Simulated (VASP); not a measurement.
# ZnS (dlda) (F-43m) in VASP: single point with LDA

Aim: the single point of ZnS (dlda) with LDA.

Program: VASP 6.6.1. These are calculated values, not measurements. Logs are shortened: lines on timing, memory, paths and dates and some standing lists are left out, and cuts for length are marked.

**1. The cell of the first run**

The structure is cubic, space group F-43m (No. 216). The conventional cell has a = 5.297 Å, b = 5.297 Å, c = 5.297 Å, α = 90.00°, β = 90.00°, γ = 90.00°. Zn (site symmetry -43m) has 4 S at 2.29 Å within 3.0 Å. S (site symmetry -43m) has 4 Zn at 2.29 Å within 3.0 Å.

**2. Single point, LDA**

Input file INCAR:

```
SYSTEM = ZnS
ALGO = Normal
EDIFF = 1E-7
ENCUT = 520
ISIF = 2
ISMEAR = 0
LASPH = .TRUE.
LCHARG = .FALSE.
LREAL = .FALSE.
LWAVE = .FALSE.
NBANDS = 16
NELM = 100
PREC = Accurate
SIGMA = 0.02
```

Input file KPOINTS:

```
k-points
0
G
  8 8 8
  0 0 0
```

Input file POSCAR:

```
ZnS
1.0
    0.0000000000      2.6484058298      2.6484058298
    2.6484058298      0.0000000000      2.6484058298
    2.6484058298      2.6484058298      0.0000000000
Zn S
1 1
Direct
    0.0000000000      0.0000000000      0.0000000000
    0.7500000000      0.7500000000      0.7500000000
```

Potentials or basis: VASP PAW LDA potentials, release 64 (Zn, S).

Started as:

```console
$ cat potpaw_LDA.64/Zn/POTCAR potpaw_LDA.64/S/POTCAR > POTCAR
$ mpirun -np 1 vasp_std > vasp.out
```

OUTCAR:

```text
SYSTEM = ZnS
   EDIFF = 1E-7
   ENCUT = 520
   ISIF = 2
   ISMEAR = 0
   LASPH = .TRUE.
   LREAL = .FALSE.
   NELM = 100
   PREC = Accurate

 ion  position               nearest neighbor table
   1  0.000  0.000  0.000-   2 2.29   2 2.29   2 2.29   2 2.29
   2  0.750  0.750  0.750-   1 2.29   1 2.29   1 2.29   1 2.29

  LATTYP: Found a face centered cubic cell.
 ALAT       =     5.2968116596

  Lattice vectors:

 A1 = (   0.0000000000,   2.6484058298,   2.6484058298)
 A2 = (   2.6484058298,   0.0000000000,   2.6484058298)
 A3 = (   2.6484058298,   2.6484058298,   0.0000000000)

Analysis of symmetry for initial positions (statically):
=====================================================================
 Subroutine PRICEL returns:
 Original cell was already a primitive cell.

 Routine SETGRP: Setting up the symmetry group for a
 face centered cubic supercell.

 Subroutine GETGRP returns: Found 24 space group operations
 (whereof 24 operations were pure point group operations)
 out of a pool of 48 trial point group operations.

The static configuration has the point symmetry T_d .

Analysis of symmetry for dynamics (positions and initial velocities):
=====================================================================
 Subroutine PRICEL returns:
 Original cell was already a primitive cell.

 Routine SETGRP: Setting up the symmetry group for a
 face centered cubic supercell.

 Subroutine GETGRP returns: Found 24 space group operations
 (whereof 24 operations were pure point group operations)
 out of a pool of 48 trial point group operations.

The dynamic configuration has the point symmetry T_d .

 Subroutine INISYM returns: Found 24 space group operations
 (whereof 24 operations are pure point group operations),
 and found     1 'primitive' translations

----------------------------------------------------------------------------------------

                                     Primitive cell

  volume of cell :      37.1521

  direct lattice vectors                    reciprocal lattice vectors
     0.000000000  2.648405830  2.648405830    -0.188792818  0.188792818  0.188792818
     2.648405830  0.000000000  2.648405830     0.188792818 -0.188792818  0.188792818
     2.648405830  2.648405830  0.000000000     0.188792818  0.188792818 -0.188792818

  length of vectors
     3.745411443  3.745411443  3.745411443     0.326998753  0.326998753  0.326998753

  position of ions in fractional coordinates (direct lattice)
     0.000000000  0.000000000  0.000000000
     0.750000000  0.750000000  0.750000000
[... 77 lines left out ...]
   EDIFF  = 0.1E-06   stopping-criterion for ELM
   LREAL  =      F    real-space projection
   EDIFFG = 0.1E-05   stopping-criterion for IOM
   NSW    =      0    number of steps for IOM
   IBRION =     -1    ionic relax: 0-MD 1-quasi-New 2-CG
   NFREE  =      0    steps in history (QN), initial steepest desc. (CG)
   ISIF   =      2    stress and relaxation
   ISYM   =      2    0-nonsym 1-usesym 2-fastsym
   POTIM  = 0.5000    time-step for ionic-motion
   TEBEG  =    0.0;   TEEND  =   0.0 temperature during run
   PSTRESS=    0.0 pullay stress
   NELECT =      18.0000    total number of electrons
   NUPDOWN=      -1.0000    fix difference up-down
   EMIN   =  10.00;   EMAX   =-10.00  energy-range for DOS
   EFERMI =   0.00;   METHOD = LEGACY
   ISMEAR =     0;   SIGMA  =   0.02  broadening in eV -4-tet -1-fermi 0-gaus
   EFERMI_NEDOS =   21; number of points for ismear=-14 and -15
   IALGO  =     38    algorithm
   IMIX   =      4    mixing-type and parameters
     AMIX     =   0.40;   BMIX     =  1.00
     AMIX_MAG =   1.60;   BMIX_MAG =  1.00
  volume/ion in A,a.u.               =      18.58       125.36
  Fermi-wavevector in a.u.,A,eV,Ry     =   1.285793  2.429797 22.494025  1.653264
  Thomas-Fermi vector in A             =   2.417906
   LORBIT       =      0    0 simple, 1 ext, 2 COOP (PROOUT), +10 PAW based schemes
   GGA     = CA    functional components
   LHFCALC =     F    Hartree Fock is set to
   AEXX    =    0.0000 exact exchange contribution
   IVDW    =     0    specifies the selected vdW correction
   LEPSILON=     F    determine dielectric tensor
   LRPA    =     F    only Hartree local field effects (RPA)
 non-spin polarized calculation
 Gauss-broadening in eV      SIGMA  =   0.02
  energy-cutoff  :      520.00
  volume of cell :       37.15
 maximum number of plane-waves:      1012
   NGX = 13   NGY = 13   NGZ = 13

 number of electron      18.0000014 magnetization

 Free energy of the ion-electron system (eV)
  ---------------------------------------------------
  ext. energy  EPLUGINS =         0.00000000
  ---------------------------------------------------
  free energy    TOTEN  =        -8.20752073 eV

  energy without entropy =       -8.20752073  energy(sigma->0) =       -8.20752073

 E-fermi :   2.6256     XC(G=0): -10.3163

 val. band max:        2.5135725569   @ k =   0.0000   0.0000   0.0000
 cond. band min:       4.6736373813   @ k =   0.0000   0.0000   0.0000
 fundamental gap:      2.1600648245
 Fermi energy:         2.6256033345

 k-point     1 :       0.0000    0.0000    0.0000
  band No.  band energies     occupation
      1     -11.0339      2.00000
      2      -4.2432      2.00000
      3      -4.2432      2.00000
      4      -4.2432      2.00000
      5      -3.6901      2.00000
      6      -3.6901      2.00000
[... 433 lines left out ...]
      3      -4.0414      2.00000
      4      -3.7638      2.00000
      5      -3.6767      2.00000
      6      -3.3780      2.00000
[... 8 lines left out ...]
     15      16.0521      0.00000
     16      16.9748      0.00000

 [... further k-points ...]

------------------------ aborting loop because EDIFF is reached ----------------------------------------

  FORCE on cell =-STRESS in cart. coord.  units (eV):
  Direction    XX          YY          ZZ          XY          YZ          ZX
  --------------------------------------------------------------------------------------
  -------------------------------------------------------------------------------------
  Total        0.0602060      0.0602060      0.0602060      0.0000000      0.0000000      0.0000000
  in kB        2.5963690      2.5963690      2.5963690      0.0000000      0.0000000      0.0000000
  external PRESSURE =       2.5963690 kB  Pullay stress =       0.0000000 kB

 VOLUME and BASIS-vectors are now :
 -----------------------------------------------------------------------------
  energy-cutoff  :      520.00
  volume of cell :       37.15
      direct lattice vectors                 reciprocal lattice vectors
     0.000000000  2.648405830  2.648405830    -0.188792818  0.188792818  0.188792818
     2.648405830  0.000000000  2.648405830     0.188792818 -0.188792818  0.188792818
     2.648405830  2.648405830  0.000000000     0.188792818  0.188792818 -0.188792818

 POSITION                                       TOTAL-FORCE (eV/Angst)
 -----------------------------------------------------------------------------------
      0.00000      0.00000      0.00000        -0.000000     -0.000000     -0.000000
      3.97261      3.97261      3.97261         0.000000      0.000000      0.000000
 -----------------------------------------------------------------------------------
    total drift:                               -0.000001     -0.000001     -0.000001

  FREE ENERGIE OF THE ION-ELECTRON SYSTEM (eV)
  ---------------------------------------------------
  free  energy   TOTEN  =        -8.2075207295 eV

  energy  without entropy=       -8.2075207295  energy(sigma->0) =       -8.20752073
```

stdout:

```text
POSCAR found type information on POSCAR ZnS
 POSCAR found :  2 types and       2 ions
 scaLAPACK will be used
 LDA part: xc-table for (Slater(with rela. corr.)+CA(PZ))
 , standard interpolation
 POSCAR, INCAR and KPOINTS ok, starting setup
 FFT: planning ... GRIDC
 FFT: planning ... GRID_SOFT
 FFT: planning ... GRID
 WAVECAR not read
 entering main loop
```

It took 9.1 s on 1 thread of AMD EPYC 9R45 (Zen 5), shared host; peak memory 0.11 GiB.

What came out:

- Free energy: -8.2075 eV
- Pressure: 0.3 GPa
- Band gap on the k mesh: 2.16 eV, direct

Levels at points of the mesh, in eV from the valence-band top:
```csv
k point,band 5,band 6,band 7,band 8,band 9,band 10,band 11,band 12,band 13,band 14
"(0.00, 0.00, 0.00)",-6.20,-6.20,0.00,0.00,0.00,2.16,6.21,6.21,6.21,11.83
"(0.50, 0.00, 0.00)",-6.17,-5.98,-5.78,-0.97,-0.97,3.23,6.76,6.76,8.85,12.15
"(0.50, 0.50, 0.00)",-6.12,-5.96,-4.91,-2.47,-2.47,3.06,3.89,11.16,12.20,12.20
```

As with any semilocal functional, this LDA gap is likely too small.
